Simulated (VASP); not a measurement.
Wanted: the native input for a VASP 6.6.1 run.

```yaml
Task: single point
Functional: PBE
Potentials_or_basis: VASP PAW PBE potentials, release 64 (Al, B, W_sv)
Cutoff: 500 eV
k_mesh: 6 × 6 × 4
Occupations: gaussian, width 0.1 eV
Spin: no spin polarisation
Dipole_correction: no
Further_INCAR_settings: ALGO = Normal; EDIFF = 1e-06; NBANDS = 24
```

The structure of Al3B2W lies in POSCAR:

```
Al3B2W
1.0
    4.6260909436     -1.6240234896      0.0000000000
    4.6260909436      1.6240234896      0.0000000000
   -3.9615917103      0.0000000000      4.8302706016
Al B W
3 2 1
Direct
    0.5817673607      0.5817673607      0.8474092530
    0.4239721367      0.4239721367      0.1553005074
    0.1792485240      0.1792485240      0.5895287015
    0.8817425710      0.8817425710      0.8427775483
    0.1098931028      0.1098931028      0.1512204629
    0.8233763648      0.8233763648      0.4137635270
```

The cell was generated, and may not be a known phase.

The input as run:

INCAR

```
PREC = Accurate ; ENCUT = 500
EDIFF = 1E-6 ; ISMEAR = 0
SIGMA = 0.1 ; LREAL = F
LASPH = T ; NELM = 120
ALGO = Normal ; ISIF = 2
LWAVE = F ; LCHARG = T
GGA = PE ; LELF = T
LVHAR = T ; NBANDS = 24
GGA_COMPAT = F
```

KPOINTS

```
Automatic mesh
0
Gamma
  6 6 4
```

Potentials or basis: VASP PAW PBE potentials, release 64 (Al, B, W_sv).

The run is started by

```console
$ cat potpaw_PBE.64/Al/POTCAR potpaw_PBE.64/B/POTCAR potpaw_PBE.64/W_sv/POTCAR > POTCAR
$ mpirun -np 1 vasp_std > vasp.out
```

It gave:

```yaml
Pressure: 0.1 GPa
Largest_force: 0.069 eV/Å
Band_gap_on_the_k_mesh: zero (an odd number of electrons rules out a gap without spin polarisation)
```

Caveat: spin-orbit coupling is left out, which moves the levels of the heavy elements.

It took 100 s on 1 thread of Intel(R) Xeon(R) Platinum 8259CL CPU @ 2.50GHz (Skylake/Cascade Lake), on a shared host, peak memory 0.28 GiB.
